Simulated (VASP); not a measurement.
Crystal: WSe2.

```
W Se
1.0
     3.29721    0.00000    0.00000
    -1.64861    2.74782    0.00000
     0.00000    0.00000    7.18427
W Se
1 2
Direct
  0.99822 0.99643 0.00000
  0.33423 0.66845 0.23500
  0.33423 0.66845 0.76500
```

This cell differs from its parent crystal: uniaxial y strain -3.8%.

Base run:

| Property | Result |
| --- | --- |
| Program | VASP 6.6.1 |
| Functional | r2SCAN |
| Potentials or basis | VASP PAW PBE potentials, release 64 (W_sv, Se) |
| Cutoff | 520 eV |
| k mesh | 12 × 12 × 4 |
| Occupations | gaussian, width 0.01 eV |
| Spin | no spin polarisation |

Its results: band gap on the k mesh 1.41 eV, indirect (least direct gap 1.93 eV); pressure 4.8 GPa; largest force 0.025 eV/Å.

The run is repeated on the same cell with these changes: functional from r2SCAN to PBE; occupations from gaussian, width 0.01 eV to fermi-dirac, width 0.02 eV. What comes out?

Band gap on the k mesh 1.27 eV, indirect (least direct gap 1.80 eV); pressure 6.6 GPa; largest force 0.364 eV/Å.

Caveats: spin-orbit coupling is left out, which moves the levels of the heavy elements; the PAW data sets were made with another functional, which shifts forces and pressure a little (some runs); this functional lacks dispersion, which binds the layers, so the pressure and a relaxed spacing across them are unreliable (some runs).

A k mesh can miss the band edges.
